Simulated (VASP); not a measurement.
**Te2Mo: single point with PBE+D3(BJ)**

Slab: Te2Mo, a slab with vacuum.

```
Te Mo
1.0
     3.49649    0.00000    0.00000
    -1.74824    3.02805    0.00000
     0.00000    0.00000   33.26988
Te Mo
2 1
Direct
  0.33333 0.66667 0.44537
  0.33333 0.66667 0.55463
  0.66667 0.33333 0.50000
```

```yaml
Program: VASP 6.6.1
Task: single point
Functional: PBE
Dispersion: D3(BJ)
Potentials_or_basis: VASP PAW PBE potentials, release 64 (Te, Mo_sv)
Cutoff: 520 eV
k_mesh: 9 × 9 × 1
Occupations: gaussian, width 0.02 eV
Spin: no spin polarisation
Dipole_correction: yes
Further_INCAR_settings: ALGO = Normal; EDIFF = 1e-07; NBANDS = 20
```

* Largest force: 0.045 eV/Å
* Band gap on the k mesh: 1.21 eV, direct
* Dispersion energy per atom: -0.402 eV

Forces in eV/Å, atoms in the order of the input:
```
Te   0.000  0.000 -0.045
Te   0.000  0.000  0.045
Mo   0.000  0.000  0.000
```

Levels at points of the mesh, in eV from the valence-band top:
```
           k point  band 9  band 10  band 11  band 12  band 13  band 14  band 15  band 16  band 17  band 18
(0.00, 0.00, 0.00)   -1.60    -1.60    -0.81    -0.81    -0.59     3.23     3.23     3.51     3.51     4.15
```

It took 2.7 min on 1 thread of Intel(R) Xeon(R) Platinum 8488C (Sapphire Rapids), on a shared host, peak memory 0.49 GiB.

Caveat: spin-orbit coupling is left out, which moves the levels of the heavy elements.
